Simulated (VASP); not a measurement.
# CdS (F-43m) in VASP: elastic constants with PBEsol

Aim: the elastic constants of CdS with PBEsol.

Everything below comes from runs of VASP 6.6.1. Logs are shortened: lines on timing, memory, paths and dates and some standing lists are left out, and cuts for length are marked.

## (1) The cell of the first run

Symmetry: F-43m, No. 216, cubic system. Conventional cell: a = 5.825 Å, b = 5.825 Å, c = 5.825 Å, α = 90.00°, β = 90.00°, γ = 90.00°. Cd (site symmetry -43m) has 4 S at 2.52 Å within 3.3 Å. Within 3.3 Å of S (site symmetry -43m) lie 4 Cd at 2.52 Å.

## (2) Elastic constants, PBEsol

The input, INCAR:

```
SYSTEM = CdS
PREC = Accurate
ENCUT = 600
EDIFF = 1E-8
ISMEAR = 0
SIGMA = 0.01
LREAL = .FALSE.
LASPH = .TRUE.
NELM = 100
ALGO = Normal
ISIF = 3
LWAVE = .FALSE.
LCHARG = .FALSE.
GGA = PS
NBANDS = 16
IBRION = 6
NFREE = 2
POTIM = 0.015
NSW = 1
```

The input, KPOINTS:

```
Automatic mesh
0
G
  6 6 6
  0 0 0
```

The input, POSCAR:

```
CdS
1.0
    0.0000000000      2.9122848905      2.9122848905
    2.9122848905      0.0000000000      2.9122848905
    2.9122848905      2.9122848905      0.0000000000
Cd S
1 1
Direct
    0.0000000000      0.0000000000      0.0000000000
    0.7500000000      0.7500000000      0.7500000000
```

Potentials or basis: VASP PAW PBE potentials, release 64 (Cd, S).

The run is started by

```bash
cat potpaw_PBE.64/Cd/POTCAR potpaw_PBE.64/S/POTCAR > POTCAR
mpirun -np 1 vasp_std > vasp.out
```

OUTCAR:

```text
SYSTEM = CdS
   PREC = Accurate
   ENCUT = 600
   EDIFF = 1E-8
   ISMEAR = 0
   LREAL = .FALSE.
   LASPH = .TRUE.
   NELM = 100
   ISIF = 3
   GGA = PS
   IBRION = 6
   NFREE = 2
   POTIM = 0.015
   NSW = 1

 ion  position               nearest neighbor table
   1  0.000  0.000  0.000-   2 2.52   2 2.52   2 2.52   2 2.52
   2  0.750  0.750  0.750-   1 2.52   1 2.52   1 2.52   1 2.52

  LATTYP: Found a face centered cubic cell.
 ALAT       =     5.8245697810

  Lattice vectors:

 A1 = (   0.0000000000,   2.9122848905,   2.9122848905)
 A2 = (   2.9122848905,   0.0000000000,   2.9122848905)
 A3 = (   2.9122848905,   2.9122848905,   0.0000000000)

Analysis of symmetry for initial positions (statically):
=====================================================================
 Subroutine PRICEL returns:
 Original cell was already a primitive cell.

 Routine SETGRP: Setting up the symmetry group for a
 face centered cubic supercell.

 Subroutine GETGRP returns: Found 24 space group operations
 (whereof 24 operations were pure point group operations)
 out of a pool of 48 trial point group operations.

The static configuration has the point symmetry T_d .

Analysis of symmetry for dynamics (positions and initial velocities):
=====================================================================
 Subroutine PRICEL returns:
 Original cell was already a primitive cell.

 Routine SETGRP: Setting up the symmetry group for a
 face centered cubic supercell.

 Subroutine GETGRP returns: Found 24 space group operations
 (whereof 24 operations were pure point group operations)
 out of a pool of 48 trial point group operations.

The dynamic configuration has the point symmetry T_d .

 Subroutine INISYM returns: Found 24 space group operations
 (whereof 24 operations are pure point group operations),
 and found     1 'primitive' translations
[... 331 lines left out ...]
 cond. band min:       2.2679684041   @ k =   0.0000   0.0000   0.0000
 fundamental gap:      1.0120728151
 Fermi energy:         1.2977372524

 k-point     1 :       0.0000    0.0000    0.0000
  band No.  band energies     occupation
      1     -11.1600      2.00000
      2      -6.5079      2.00000
      3      -6.4968      2.00000
      4      -6.4858      2.00000
      5      -6.0030      2.00000
      6      -6.0029      2.00000
[... 433 lines left out ...]
      3      -6.3042      2.00000
      4      -6.0408      2.00000
      5      -5.9573      2.00000
      6      -5.6033      2.00000
[... 8 lines left out ...]
     15      13.8472      0.00000
     16      13.9873      0.00000

 [... further k-points ...]
[... 5 lines left out ...]
  --------------------------------------------------------------------------------------
  -------------------------------------------------------------------------------------
  Total        0.1130909      0.1153384      0.1153384      0.0000000     -0.1008826      0.0000000
  in kB        3.6678078      3.7407000      3.7407000      0.0000000     -3.2718647      0.0000000
  external PRESSURE =       3.7164026 kB  Pullay stress =       0.0000000 kB
[... 17 lines left out ...]
  FREE ENERGIE OF THE ION-ELECTRON SYSTEM (eV)
  ---------------------------------------------------
  free  energy   TOTEN  =        -6.8101412881 eV

  energy  without entropy=       -6.8101412881  energy(sigma->0) =       -6.81014129

 INTERNAL STRAIN TENSORS FROM STRAINED CELLS
 ============================================

 INTERNAL STRAIN TENSOR FOR ION    1 for displacements in x,y,z  (eV/Angst):
          X           Y           Z          XY          YZ          ZX
  --------------------------------------------------------------------------------
  x    -0.00000     0.00000    -0.00000     0.00000    -6.71585     0.00000
  y    -0.00000    -0.00000    -0.00000     0.00000    -0.00000    -6.71556
  z    -0.00000     0.00000    -0.00000    -6.71627    -0.00000    -0.00000

 INTERNAL STRAIN TENSORS FROM DISPLACED ATOMS
 ============================================

 INTERNAL STRAIN TENSOR FOR ION    1 for displacements in x,y,z  (eV/Angst):
          X           Y           Z          XY          YZ          ZX
  --------------------------------------------------------------------------------
  x    -0.00000     0.00000     0.00000     0.00000    -6.72306     0.00000
  y     0.00000     0.00000     0.00000     0.00000     0.00000    -6.72306
  z     0.00000     0.00000     0.00000    -6.72306     0.00000     0.00000

 INTERNAL STRAIN TENSOR FOR ION    2 for displacements in x,y,z  (eV/Angst):
          X           Y           Z          XY          YZ          ZX
  --------------------------------------------------------------------------------
  x     0.00000     0.00000     0.00000     0.00000     6.72565     0.00000
  y     0.00000     0.00000     0.00000     0.00000     0.00000     6.72565
  z     0.00000     0.00000     0.00000     6.72565     0.00000     0.00000

 Eigenvectors and eigenvalues of the dynamical matrix
 ----------------------------------------------------

   1 f  =    7.072469 THz    44.437631 2PiTHz  235.912161 cm-1    29.249367 meV
             X         Y         Z           dx          dy          dz
      0.000000  0.000000  0.000000    -0.470796    0.000000    0.000000
      4.368427  4.368427  4.368427     0.882242    0.000000    0.000000
[... 21 lines left out ...]
   6 f/i=    0.002523 THz     0.015852 2PiTHz    0.084157 cm-1     0.010434 meV
             X         Y         Z           dx          dy          dz
      0.000000  0.000000  0.000000     0.000000    0.000000    0.882242
      4.368427  4.368427  4.368427     0.000000    0.000000    0.470796

--------------------------------------------------------------------------------------------------------

 ELASTIC MODULI CONTR FROM IONIC RELAXATION (kBar)
 Direction    XX          YY          ZZ          XY          YZ          ZX
 --------------------------------------------------------------------------------
 XX          -0.0000      0.0000      0.0000      0.0000     -0.0000      0.0000
 YY           0.0000     -0.0000     -0.0000      0.0000      0.0000      0.0000
 ZZ           0.0000     -0.0000     -0.0000      0.0000      0.0000      0.0000
 XY           0.0000      0.0000      0.0000   -287.3377     -0.0000     -0.0000
 YZ          -0.0000      0.0000      0.0000     -0.0000   -287.3377      0.0000
 ZX           0.0000      0.0000      0.0000     -0.0000      0.0000   -287.3377
 --------------------------------------------------------------------------------

 TOTAL ELASTIC MODULI (kBar)
 Direction    XX          YY          ZZ          XY          YZ          ZX
 --------------------------------------------------------------------------------
 XX         754.7833    564.1727    564.1727      0.0000     -0.0000      0.0000
 YY         564.1727    754.7833    564.1727      0.0000      0.0000      0.0000
 ZZ         564.1727    564.1727    754.7833     -0.0000      0.0000      0.0000
 XY           0.0000      0.0000     -0.0000    259.4805     -0.0000     -0.0000
 YZ          -0.0000      0.0000      0.0000     -0.0000    259.4805      0.0000
 ZX           0.0000      0.0000      0.0000     -0.0000      0.0000    259.4805
 --------------------------------------------------------------------------------
```

OSZICAR:

```text
N       E                     dE             d eps       ncg     rms          rms(c)
DAV:   1     0.114838635157E+03    0.11484E+03   -0.10017E+04   528   0.117E+03
DAV:   2    -0.252242279295E+01   -0.11736E+03   -0.10980E+03   608   0.263E+02
DAV:   3    -0.727944496199E+01   -0.47570E+01   -0.47480E+01   648   0.545E+01
[... 210 lines left out ...]
DAV:   4    -0.681014128880E+01    0.13626E-04   -0.10834E-04  1840   0.631E-02    0.155E-02
DAV:   5    -0.681014158133E+01   -0.29252E-06   -0.24912E-05  1696   0.321E-02    0.142E-02
DAV:   6    -0.681014128035E+01    0.30097E-06   -0.18190E-06  1800   0.964E-03    0.742E-03
DAV:   7    -0.681014131070E+01   -0.30350E-07   -0.23592E-07  1800   0.363E-03    0.244E-03
DAV:   8    -0.681014129059E+01    0.20119E-07   -0.45120E-08  1920   0.126E-03    0.105E-03
DAV:   9    -0.681014128805E+01    0.25345E-08   -0.89480E-09  1296   0.540E-04
  17 F= -.68101413E+01 E0= -.68101413E+01  d E =-.668778E-12
```

Wall time 6.1 min (1 thread of Intel Xeon Platinum 8488C (Sapphire Rapids), shared host); peak memory 0.29 GiB.

What came out:

```yaml
Elastic_constants_C11_C12_C44: 75, 56, 26 GPa
Voigt_bulk_modulus: 63 GPa
Highest_phonon_frequency_at_Γ_LO-TO_splitting_left_out: 236 cm⁻¹
```

Phonon frequencies in cm⁻¹ (negative: imaginary):
```csv
q point,frequencies
"(0.000, 0.000, 0.000)",0 0 0 236 236 236
```

Elastic tensor in Voigt notation (GPa, in the Cartesian axes of the cell as first typed):
```
75 56 56  0  0  0
56 75 56  0  0  0
56 56 75  0  0  0
 0  0  0 26  0  0
 0  0  0  0 26  0
 0  0  0  0  0 26
```

Clamped-ion elastic tensor (GPa):
```
75 56 56  0  0  0
56 75 56  0  0  0
56 56 75  0  0  0
 0  0  0 55  0  0
 0  0  0  0 55  0
 0  0  0  0  0 55
```

Caveat: the PAW data sets were made with another functional, which shifts forces and pressure a little.
